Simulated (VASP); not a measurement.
Set up this calculation in VASP 6.6.1, as the native input.

```
Task                   : single point
Functional             : PBE
Potentials or basis    : VASP PAW PBE potentials, release 64 (Li_sv, H)
Cutoff                 : 520 eV
k mesh                 : 8 × 4 × 4
Occupations            : gaussian, width 0.2 eV
Spin                   : no spin polarisation
Dipole correction      : no
Further INCAR settings : ALGO = Normal; EDIFF = 1e-06; NBANDS = 16
```

The structure of Li2H lies in POSCAR:

```
Li2H
1.0
    1.3989652776     -2.4230788811      0.0000000000
   -4.1968957328     -2.4230789388      0.0000000000
    0.0000000000      0.0000000000     -5.2104407000
Li H
4 2
Direct
    0.0000000000      0.6666666667      0.2396280000
    0.5000000000      0.1666666667      0.2396280000
    0.0000000000      0.6666666667      0.7603720000
    0.5000000000      0.1666666667      0.7603720000
    0.0000000000      1.0000000000      0.0000000000
    0.5000000000      0.5000000000      0.0000000000
```

One way to write it, as run:

INCAR

```
SYSTEM = Li2H
PREC = Accurate ; ENCUT = 520
EDIFF = 1E-6 ; ISMEAR = 0
SIGMA = 0.2 ; LREAL = .FALSE.
LASPH = .TRUE. ; NELM = 80
ALGO = Normal ; ISIF = 2
LWAVE = .FALSE. ; LCHARG = .FALSE.
GGA = PE ; NBANDS = 16
```

KPOINTS

```
regular mesh
0
G
  8 4 4
  0 0 0
```

Potentials or basis: VASP PAW PBE potentials, release 64 (Li_sv, H).

The run is started by

```bash
$ cat potpaw_PBE.64/Li_sv/POTCAR potpaw_PBE.64/H/POTCAR > POTCAR
$ mpirun -np 1 vasp_std > vasp.out
```

It gave:

- Band gap on the k mesh: zero (bands 7 and 8 overlap by 3.23 eV)

Wall time 51 s on 1 thread of Oxide Virtual Turin-like Processor (shared host), peak memory 0.15 GiB.
